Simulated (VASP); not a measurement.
# Al3Cl (P6/mmm) in VASP: further runs, part 2 of 2

VASP 6.6.1.

### 3 Relaxation of cell and atoms, PBE

This run uses another cell than the first one, of 22.66 Å³/atom, 1.079 times its volume.

The input, INCAR:

```
SYSTEM = Al3Cl
PREC = Accurate
ENCUT = 600
EDIFF = 1E-6
ISMEAR = 0
SIGMA = 0.1
LREAL = .FALSE.
LASPH = .TRUE.
NELM = 100
ALGO = Normal
ISIF = 3
LWAVE = .FALSE.
LCHARG = .FALSE.
GGA = PE
IBRION = 2
NSW = 90
EDIFFG = -0.04
```

The input, KPOINTS:

```
Automatic mesh
0
G
  6 6 4
  0 0 0
```

The input, POSCAR:

```
Al3Cl
1.0
    4.1881376200      0.0000000000      0.0000000000
   -2.0940688100      3.6270335800      0.0000000000
    0.0000000000      0.0000000000      5.9664339200
Al Cl
3 1
Direct
    0.5000000000      0.0000000000      0.0000000000
    0.0000000000      0.5000000000      0.0000000000
    0.5000000000      0.5000000000      0.0000000000
    0.0000000000      0.0000000000      0.5000000000
```

Potentials or basis: VASP PAW PBE potentials, release 64 (Al, Cl).

Launch:

```bash
$ cat potpaw_PBE.64/Al/POTCAR potpaw_PBE.64/Cl/POTCAR > POTCAR
$ mpirun -np 1 vasp_std > vasp.out
```

OUTCAR:

```text
SYSTEM = Al3Cl
   PREC = Accurate
   ENCUT = 600
   EDIFF = 1E-6
   ISMEAR = 0
   LREAL = .FALSE.
   LASPH = .TRUE.
   NELM = 100
   ISIF = 3
   GGA = PE
   IBRION = 2
   NSW = 90
   EDIFFG = -0.04

 ion  position               nearest neighbor table
   1  0.500  0.000  0.000-   2 2.09   3 2.09   3 2.09   2 2.09
   2  0.000  0.500  0.000-   3 2.09   3 2.09   1 2.09   1 2.09
   3  0.500  0.500  0.000-   2 2.09   2 2.09   1 2.09   1 2.09
   4  0.000  0.000  0.500-

  LATTYP: Found a hexagonal cell.
 ALAT       =     4.1881376200
 C/A-ratio  =     1.4246031199

  Lattice vectors:

 A1 = (   4.1881376200,   0.0000000000,   0.0000000000)
 A2 = (  -2.0940688100,   3.6270335800,   0.0000000000)
 A3 = (   0.0000000000,   0.0000000000,   5.9664339200)

Analysis of symmetry for initial positions (statically):
=====================================================================
 Subroutine PRICEL returns:
[... 1242 lines left out ...]
      5       2.3529      2.00000
      6       2.3529      2.00000
      7       6.1745      2.00000
      8       6.1745      2.00000
      9       7.6224      0.00000
     10       7.7211      0.00000
     11       8.6201      0.00000
     12       8.6201      0.00000

[... ionic steps 4 to 20 ...]

--------------------------------------- Ionic step       21  -------------------------------------------

 number of electron      16.0000002 magnetization

------------------------ aborting loop because EDIFF is reached ----------------------------------------
[... 71 lines left out ...]
--------------------------------------- Ionic step       23  -------------------------------------------

 number of electron      16.0000003 magnetization

 Free energy of the ion-electron system (eV)
  ---------------------------------------------------
  ext. energy  EPLUGINS =         0.00000000
  ---------------------------------------------------
  free energy    TOTEN  =       -12.18010411 eV

  energy without entropy =      -12.17373248  energy(sigma->0) =      -12.17691829

 E-fermi :   5.4022     XC(G=0):  -9.3933

 val. band max:        5.3445985947   @ k =   0.1667   0.1667   0.2500
 cond. band min:       5.4625622982   @ k =   0.1667   0.1667   0.0000
 fundamental gap:      0.1179637035
 Fermi energy:         5.4021990543
[... 344 lines left out ...]
  FREE ENERGIE OF THE ION-ELECTRON SYSTEM (eV)
  ---------------------------------------------------
  free  energy   TOTEN  =       -12.1801041102 eV

  energy  without entropy=      -12.1737324791  energy(sigma->0) =      -12.17691829

 reached required accuracy - stopping structural energy minimisation
```

CONTCAR:

```text
Al3Cl
   1.00000000000000
     5.7409090537230387   -0.0000000000000000   -0.0000000000000000
    -2.8704545268615194    4.9717730960355242    0.0000000000000001
     0.0000000000000000    0.0000000000000002    2.9294399847015082
  Al              Cl
     3     1
Direct
     0.5000000000000000    0.0000000000000000    0.0000000000000000
     0.0000000000000000    0.5000000000000000    0.0000000000000000
     0.5000000000000000    0.5000000000000000    0.0000000000000000
     0.0000000000000000    1.0000000000000000    0.5000000000000000

  0.00000000E+00  0.00000000E+00  0.00000000E+00
  0.00000000E+00  0.00000000E+00  0.00000000E+00
  0.00000000E+00  0.00000000E+00  0.00000000E+00
  0.00000000E+00  0.00000000E+00  0.00000000E+00
```

Run time: 16 min. Hardware: 1 thread of AMD EPYC, shared host; peak memory 0.23 GiB.

What came out:

- Free energy: -12.1801 eV
- Relaxed volume: 20.90 Å³/atom
- Relaxed cell: a = 5.741 Å, b = 5.741 Å, c = 2.929 Å, α = 90.00°, β = 90.00°, γ = 120.00°
- Space group after relaxing (to 0.05 Å): P6/mmm (No. 191)
- Energy gained by relaxing: 1919.1 meV/atom
- Ionic steps: 23
- Pressure after relaxing: -0.2 GPa
- Band gap on the k mesh: zero (band 8 reaches 6.57 eV, above the bottom of band 9 at 4.62 eV)

Step by step:
| step | energy change (eV) | largest force (eV/Å) | pressure (GPa) | volume (Å³) |
| --- | --- | --- | --- | --- |
| 1 | 0.0000 | 0.0000 | 36.02 | 90.63 |
| 2 | -5.7959 | 0.0000 | -3.35 | 167.73 |
| 3 | -6.1116 | 0.0000 | -0.02 | 136.88 |
| 4 | -6.1456 | 0.0000 | -1.63 | 145.91 |
| 5 | -6.1513 | 0.0000 | -1.26 | 143.38 |
| 6 | -6.1503 | 0.0000 | -1.07 | 142.23 |
| 7 | -6.2447 | 0.0000 | -0.99 | 137.43 |
| 8 | -6.4797 | 0.0000 | -0.48 | 123.07 |
| 9 | -6.8291 | 0.0000 | 1.88 | 94.47 |
| 10 | 33.1279 | 0.0000 | 299.30 | 37.73 |
| 11 | -6.8439 | 0.0000 | 1.97 | 93.52 |
| 12 | -6.9251 | 0.0000 | 16.95 | 65.55 |
| 13 | -6.9415 | 0.0000 | 2.48 | 88.67 |
| 14 | -7.1896 | 0.0000 | 5.39 | 77.10 |
| 15 | -7.2308 | 0.0000 | 9.28 | 71.32 |
| 16 | -7.2246 | 0.0000 | 7.26 | 73.92 |
| 17 | -7.4992 | 0.0000 | 3.16 | 78.43 |
| 18 | -7.6563 | 0.0000 | -0.58 | 84.65 |
| 19 | -7.6593 | 0.0000 | -1.08 | 85.70 |
| 20 | -7.6722 | 0.0000 | -0.72 | 84.81 |
| 21 | -7.6752 | 0.0000 | -0.44 | 84.20 |
| 22 | -7.6752 | 0.0000 | -0.41 | 84.12 |
| 23 | -7.6764 | 0.0000 | -0.16 | 83.61 |

Final structure:
```
CELL_PARAMETERS angstrom
5.74091 0.00000 0.00000
-2.87045 4.97177 0.00000
0.00000 0.00000 2.92944
ATOMIC_POSITIONS crystal
Al 0.50000 0.00000 0.00000
Al 0.00000 0.50000 0.00000
Al 0.50000 0.50000 0.00000
Cl 0.00000 0.00000 0.50000
```

### 4 Relaxation of cell and atoms, PBE

This run uses another cell than the first one, of 20.74 Å³/atom, 0.988 times its volume.

The input, INCAR:

```
SYSTEM = Al3Cl
PREC = Accurate
ENCUT = 600
EDIFF = 1E-6
ISMEAR = 0
SIGMA = 0.1
LREAL = .False.
LASPH = .True.
NELM = 60
ALGO = Normal
ISIF = 3
LWAVE = .False.
LCHARG = .False.
GGA = PE
IBRION = 2
NSW = 90
EDIFFG = -0.04
```

The input, KPOINTS:

```
Automatic mesh
0
Gamma
  6 6 6
  0 0 0
```

The input, POSCAR:

```
Al3Cl
1.0
    5.7225934560      0.0000000000      0.0000000000
   -2.8612967280      4.9559113085      0.0000000000
    0.0000000000      0.0000000000      2.9258609191
Al Cl
3 1
Direct
    0.5000000000      0.0000000000      0.0000000000
    0.0000000000      0.5000000000      0.0000000000
    0.5000000000      0.5000000000      0.0000000000
    0.0000000000      0.0000000000      0.5000000000
```

Potentials or basis: VASP PAW PBE potentials, release 64 (Al, Cl).

Launch:

```bash
$ cat potpaw_PBE.64/Al/POTCAR potpaw_PBE.64/Cl/POTCAR > POTCAR
$ mpirun -np 1 vasp_std > vasp.out
```

OUTCAR:

```text
SYSTEM = Al3Cl
   PREC = Accurate
   ENCUT = 600
   EDIFF = 1E-6
   ISMEAR = 0
   LREAL = .False.
   LASPH = .True.
   NELM = 60
   ISIF = 3
   GGA = PE
   IBRION = 2
   NSW = 90
   EDIFFG = -0.04

 ion  position               nearest neighbor table
   1  0.500  0.000  0.000-   2 2.86   3 2.86   3 2.86   2 2.86
   2  0.000  0.500  0.000-   3 2.86   3 2.86   1 2.86   1 2.86
   3  0.500  0.500  0.000-   2 2.86   2 2.86   1 2.86   1 2.86
   4  0.000  0.000  0.500-

  LATTYP: Found a hexagonal cell.
 ALAT       =     5.7225934560
 C/A-ratio  =     0.5112823306

  Lattice vectors:

 A1 = (   5.7225934560,   0.0000000000,   0.0000000000)
 A2 = (  -2.8612967280,   4.9559113085,   0.0000000000)
 A3 = (   0.0000000000,   0.0000000000,   2.9258609191)

Analysis of symmetry for initial positions (statically):
[... 277 lines left out ...]
      4      -0.1169      2.00000
      5       1.7392      2.00000
      6       1.8285      2.00000
      7       1.8285      2.00000
      8       3.9165      2.00000
      9       7.1507      0.00000
     10       7.1507      0.00000
     11      10.8151      0.00000
     12      11.9785      0.00000
[... 331 lines left out ...]
 k-point    24 :       0.3333   -0.0000    0.5000
  band No.  band energies     occupation
      1      -9.7671      2.00000
      2      -0.9635      2.00000
      3       0.8175      2.00000
      4       1.1231      2.00000
      5       1.4103      2.00000
      6       2.7049      2.00000
      7       3.4757      2.00000
      8       4.5842      2.00000
      9       4.7922      2.00000
     10       6.4214      0.00000
     11       6.4525      0.00000
     12       8.2799      0.00000

 [... further k-points ...]

------------------------ aborting loop because EDIFF is reached ----------------------------------------

  FORCE on cell =-STRESS in cart. coord.  units (eV):
  Direction    XX          YY          ZZ          XY          YZ          ZX
  --------------------------------------------------------------------------------------
  -------------------------------------------------------------------------------------
  Total       -0.0682437     -0.0682437     -0.0266965      0.0000000      0.0000000      0.0000000
  in kB       -1.3005972     -1.3005972     -0.5087850      0.0000000      0.0000000      0.0000000
  external PRESSURE =      -1.0366598 kB  Pullay stress =       0.0000000 kB
[... 19 lines left out ...]
  FREE ENERGIE OF THE ION-ELECTRON SYSTEM (eV)
  ---------------------------------------------------
  free  energy   TOTEN  =       -12.0771932366 eV

  energy  without entropy=      -12.0627581416  energy(sigma->0) =      -12.06997569

 reached required accuracy - stopping structural energy minimisation
```

Run time: 2 min. Hardware: 1 thread of AMD EPYC, shared host; peak memory 0.2 GiB.

What came out:

- Free energy: -12.0772 eV
- Relaxed volume: 21.02 Å³/atom
- Relaxed cell: a = 5.708 Å, b = 5.708 Å, c = 2.980 Å, α = 90.00°, β = 90.00°, γ = 120.00°
- Space group after relaxing (to 0.05 Å): P6/mmm (No. 191)
- Energy gained by relaxing: 2.2 meV/atom
- Ionic steps: 3
- Pressure after relaxing: -0.1 GPa
- Band gap on the k mesh: zero (band 8 reaches 6.30 eV, above the bottom of band 9 at 4.61 eV)

The path:
```
step  energy change (eV)  largest force (eV/Å)  pressure (GPa)  volume (Å³)
   1              0.0000                0.0000            0.46        82.98
   2             -0.0079                0.0000            0.08        83.69
   3             -0.0088                0.0000           -0.10        84.07
```

Final structure:
```
Al Cl
1.0
     5.70789    0.00000    0.00000
    -2.85395    4.94318    0.00000
     0.00000    0.00000    2.97953
Al Cl
3 1
Cartesian
  2.8539 0.0000 0.0000
  -1.4270 2.4716 2.9795
  1.4270 2.4716 2.9795
  0.0000 0.0000 1.4898
```

### 5 Summary

```csv
task,cell,k mesh,cutoff (eV),gap on the mesh (eV),pressure (GPa),relaxed volume (Å³/atom)
single point,"a = 5.704, b = 5.704, c = 2.982 Å, angles 90.0, 90.0, 120.0°, 4 atoms",6 × 6 × 6,520,none,-0.1,-
relaxation of cell and atoms,"relaxed from a = 4.188, b = 4.188, c = 5.966 Å, angles 90.0, 90.0, 120.0°, 4 atoms",6 × 6 × 4,600,none,-0.2,20.90
relaxation of cell and atoms,"relaxed from a = 5.723, b = 5.723, c = 2.926 Å, angles 90.0, 90.0, 120.0°, 4 atoms",6 × 6 × 6,600,none,-0.1,21.02
```

Alike in all rows: level PBE; potentials or basis VASP PAW PBE potentials, release 64 (Al, Cl); no spin polarisation; smearing gaussian 0.1 eV.

Absolute energies hang on the potentials; compare differences alone.
